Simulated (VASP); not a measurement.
Input of a VASP 6.6.1 run:

The input POSCAR:

```
TiCo
1.0
    2.9861109900      0.0000000000      0.0000000000
    0.0000000000      2.9861109900      0.0000000000
    0.0000000000      0.0000000000      2.9861109900
Co Ti
1 1
Direct
    0.5000000000      0.5000000000      0.5000000000
    0.0000000000      0.0000000000      0.0000000000
```

Contents of INCAR.step1:

```
PREC = Accurate
ENCUT = 760
ISMEAR = -1
SIGMA = 0.05
LREAL = F
LASPH = T
NELM = 200
ISPIN = 2
MAGMOM = 2 1
LMAXMIX = 4
NBANDS = 26
GGA = PE
ALGO = Normal
EDIFF = 1E-5
LWAVE = T
LCHARG = F
GGA_COMPAT = F
```

File INCAR.step2:

```
PREC = Accurate
ENCUT = 760
EDIFF = 1E-6
ISMEAR = -1
SIGMA = 0.05
LREAL = F
LASPH = T
NELM = 200
ALGO = Normal
ISIF = 2
LWAVE = F
LCHARG = T
ISPIN = 2
MAGMOM = 2 1
LORBIT = 11
LMAXMIX = 4
METAGGA = R2SCAN
LMIXTAU = T
LELF = T
LVHAR = T
NBANDS = 26
ISTART = 1
GGA_COMPAT = F
```

File KPOINTS:

```
regular mesh
0
Gamma
  9 9 9
```

Potentials or basis: VASP PAW PBE potentials, release 64 (Co_sv, Ti_sv).

Run with:

```console
$ cat potpaw_PBE.64/Co_sv/POTCAR potpaw_PBE.64/Ti_sv/POTCAR > POTCAR
$ cp INCAR.step1 INCAR
$ mpirun -np 1 vasp_std > vasp.out
$ cp INCAR.step2 INCAR
$ mpirun -np 1 vasp_std > vasp.out
```

Q: Estimate the net moment.

A: 0.87 μB per cell.

Q: Predict the pressure.

A: 0.8 GPa.

Q: Estimate the site moments.

A: Co +1.39; Ti -0.30 μB.

Caveat: the PAW data sets were made with another functional, which shifts forces and pressure a little.
